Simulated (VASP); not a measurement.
The system is Te.

```
Te
1.0
     4.45800    0.00000    0.00000
    -2.22900    3.86074    0.00000
     0.00000    0.00000    5.92500
Te
3
Cartesian
  3.3212 0.0000 1.9750
  -1.6606 2.8763 3.9500
  0.5684 0.9845 0.0000
```

```yaml
Program: VASP 6.6.1
Task: relaxation of cell and atoms
Functional: PBE
Potentials_or_basis: VASP PAW PBE potentials, release 64 (Te)
Cutoff: 600 eV
k_mesh: 6 × 6 × 4
Occupations: gaussian, width 0.1 eV
Spin: no spin polarisation
```

At the start: pressure 3.2 GPa; volume 33.99 Å³/atom.

Problem. Where does the relaxation end?

Solution. Over 6 steps the energy falls by 26.9 meV/atom and the volume is 35.58 Å³/atom (+4.7 %); space group P3_121 (No. 152, to 0.05 Å).

Step by step:
```tsv
step	energy change (eV)	largest force (eV/Å)	pressure (GPa)	volume (Å³)
1	0.0000	0.6295	3.20	101.98
2	-0.0344	0.1730	-2.08	112.31
3	-0.0711	0.1220	-0.14	107.74
4	-0.0711	0.1306	-0.08	107.62
5	-0.0748	0.1100	-0.06	107.40
6	-0.0808	0.0485	0.02	106.74
```

Final structure:
```
Te
1.0
     4.55388    0.00000    0.00000
    -2.27694    3.94378    0.00000
     0.00000    0.00000    5.94309
Te
3
Direct
  0.73595 0.00000 0.33333
  0.00000 0.73595 0.66667
  0.26405 0.26405 0.00000
```

Caveat: the relaxation stopped at a loose force limit of 0.05 eV/Å, so its end isn't a converged minimum.
